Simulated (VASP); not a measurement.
Runs of VASP 6.6.1 on Co. The structure is cubic, space group Fm-3m (No. 225). The conventional cell has a = 3.615 Å, b = 3.615 Å, c = 3.615 Å, α = 90.00°, β = 90.00°, γ = 90.00°. Within 3.4 Å of Co (site symmetry m-3m) lie 12 Co at 2.56 Å. 

| spin | fixed moment (μB) | pressure (GPa) | moment (μB) |
| --- | --- | --- | --- |
| collinear, ferromagnetic start | 3.4 | (a) | 3.40 |
| collinear, ferromagnetic start | 2.55 | 3.8 | 2.55 |
| collinear, ferromagnetic start | - | (b) | 0.00 |
| collinear, zero start | 0.0 | -24.4 | 0.00 |
| collinear, ferromagnetic start | 0.85 | -21.7 | 0.85 |

Alike in all rows: task single point; level PBE; potentials or basis VASP PAW PBE potentials, release 64 (Co); cell as given; k mesh 15 × 15 × 15; cutoff (eV) 520; smearing fermi-dirac 0.1 eV.

**Question.** Estimate the missing entries.

**Answer.** (a) 40.1; (b) -24.3.

Caveats: the total moment is fixed, so each spin has its own Fermi level (some runs).
